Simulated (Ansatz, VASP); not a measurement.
## Al2O3: VASP beside Ansatz

```xyz
5
Lattice="2.8623 0.0000 0.0000 -1.4311 2.4788 0.0000 0.0000 0.0000 9.3300" Properties=species:S:1:pos:R:3 pbc="T T T"
Al    0.0000    0.0000    1.3864
Al    0.0000    0.0000    7.9436
O     0.0000    1.6525    2.0651
O     1.4311    0.8263    0.0000
O     0.0000    1.6525    7.2650
```

Alike in both runs: functional PBEsol; k mesh 12 × 12 × 2; no spin polarisation.

Ansatz relaxed the structure, and its values are those at the end. VASP's run is a single point on that final structure, the one shown.

```csv
,VASP,Ansatz
version,VASP 6.6.1,Ansatz 0.2.0
potentials or method,"VASP PAW PBE potentials, release 64 (Al, O), cutoff 520 eV","plane waves, PAW"
occupations,"gaussian, width 0.01 eV",fixed
valence electrons in the cell,24,24
```

Ansatz gave:

| Property | Result |
| --- | --- |
| gap on the k mesh at the Fermi level (eV) | 4.93 |
| pressure (GPa) | 0.0 |
| rms of the force components (eV/Å) | 0.000 |

Q: Which values does VASP return?

A: gap on the k mesh at the Fermi level (eV): 4.91; pressure (GPa): 0.2; rms of the force components (eV/Å): 0.012.

VASP's potentials were made for PBE, not for PBEsol.
